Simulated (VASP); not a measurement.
Runs of VASP 6.6.1 on H. The cells are those of the table. 

| task | cell | k mesh | cutoff (eV) | smearing | k mesh for the DOS | occupations for the DOS | gap on the mesh (eV) | pressure (GPa) | largest force (eV/Å) |
| --- | --- | --- | --- | --- | --- | --- | --- | --- | --- |
| relaxation of cell and atoms | relaxed from a = 5.575, b = 5.769, c = 5.715 Å, angles 85.3, 94.5, 106.3°, 10 atoms | 3 × 3 × 3 | 600 | gaussian 0.1 eV | - | - | 9.23 | 0.0 | 0.03 |
| single point | a = 5.969, b = 5.447, c = 5.641 Å, angles 86.1, 90.6, 94.8°, 10 atoms | 3 × 3 × 3 | 520 | gaussian 0.1 eV | - | - | 9.18 | -0.1 | 0.04 |
| single point | a = 5.575, b = 5.769, c = 5.715 Å, angles 85.3, 94.5, 106.3°, 10 atoms | 3 × 3 × 3 | 520 | gaussian 0.1 eV | - | - | 9.23 | -0.1 | 0.03 |
| single point | a = 5.104, b = 5.949, c = 5.522 Å, angles 98.5, 87.5, 97.5°, 10 atoms | 2 × 2 × 2, shifted | 520 | gaussian 0.1 eV | - | - | 9.50 | -0.1 | 0.04 |
| single point | a = 5.575, b = 5.769, c = 5.715 Å, angles 85.3, 94.5, 106.3°, 10 atoms | 2 × 2 × 2, shifted | 520 | gaussian 0.1 eV | - | - | 9.46 | -0.1 | 0.03 |
| single point | a = 5.969, b = 5.447, c = 5.641 Å, angles 86.1, 90.6, 94.8°, 10 atoms | 2 × 2 × 2, shifted | 520 | gaussian 0.1 eV | - | - | 9.30 | -0.1 | 0.04 |
| single point | a = 5.969, b = 5.447, c = 5.641 Å, angles 86.1, 90.6, 94.8°, 10 atoms | 3 × 4 × 4 | 520 | gaussian 0.02 eV | - | - | (a) | -0.1 | 0.04 |
| relaxation of cell and atoms | relaxed from a = 5.969, b = 5.447, c = 5.641 Å, angles 86.1, 90.6, 94.8°, 10 atoms | 3 × 3 × 3 | 600 | gaussian 0.1 eV | - | - | (b) | 0.0 | 0.01 |

Alike in all rows: level PBE; potentials or basis VASP PAW PBE potentials, release 64 (H); no spin polarisation.

Estimate the missing entries.

(a) 9.13; (b) 9.19.

Caveats: some runs use coarse meshes; the relaxation stopped at its first step, so nothing moved (some runs).

A k mesh can miss the band edges.
